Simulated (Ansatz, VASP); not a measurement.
Hf4N: VASP beside Ansatz

Contents of INCAR:

```
PREC = Accurate ; ENCUT = 520
EDIFF = 1E-6 ; ISMEAR = 0
SIGMA = 0.1 ; LREAL = F
LASPH = T ; NELM = 80
ALGO = Normal ; ISIF = 2
LWAVE = F ; LCHARG = F
GGA = PE ; NBANDS = 30
```

KPOINTS

```
Automatic mesh
0
Gamma
  4 4 4
```

File POSCAR:

```
Hf4N
1.0
    4.4940410500      0.0000000000      0.0000000000
    0.0000000000      4.4940410500      0.0000000000
    0.0000000000      0.0000000000      4.4940410500
Hf N
4 1
Direct
    0.0000000000      0.0000000000      0.0000000000
    0.5000000000      0.5000000000      0.0000000000
    0.5000000000      0.0000000000      0.5000000000
    0.0000000000      0.5000000000      0.5000000000
    0.5000000000      0.5000000000      0.5000000000
```

Input for Ansatz:

```yaml
crystal:
  lattice:
    - [4.49404105, 0.0, 0.0]
    - [0.0, 4.49404105, 0.0]
    - [0.0, 0.0, 4.49404105]
  atoms:
    - { symbol: Hf, position: [0.0, 0.0, 0.0] }
    - { symbol: Hf, position: [0.5, 0.5, 0.0] }
    - { symbol: Hf, position: [0.5, 0.0, 0.5] }
    - { symbol: Hf, position: [0.0, 0.5, 0.5] }
    - { symbol: "N", position: [0.5, 0.5, 0.5] }
basis:
  ecutwfc: 420
kpoints:
  mp_grid: { grid: [4, 4, 4] }
hamiltonian:
  xc: pbe
scf:
  occupations: { method: gaussian, width: 0.1 }
  lower_state_search: "off"
output:
  forces: true
  stress: true
  eigenvalues: true
```

Change from the starting cell: species swapped into the Mn4N type (Pm-3m, No. 221).

Alike in both runs: task single point; functional PBE; k mesh 4 × 4 × 4; occupations gaussian, width 0.1 eV; no spin polarisation.

|  | VASP | Ansatz |
| --- | --- | --- |
| version | VASP 6.6.1 | Ansatz 0.2.0 |
| potentials or method | VASP PAW PBE potentials, release 64 (Hf_pv, N), cutoff 520 eV | scalar-relativistic, plane waves, PAW |
| valence electrons in the cell | 45 | 109 |

Ansatz gave:

```
gap on the k mesh at the Fermi level (eV) : none
pressure (GPa)                            : 1.5
```

Estimate VASP's values.

gap on the k mesh at the Fermi level (eV): none; pressure (GPa): 0.7.

A gap of «none» marks a metal or a gap that the smearing closes. VASP's potentials hold 45 valence electrons a cell and Ansatz's 109, so a difference there can come from the potentials and not from the codes.

Neither program's run includes spin-orbit coupling.
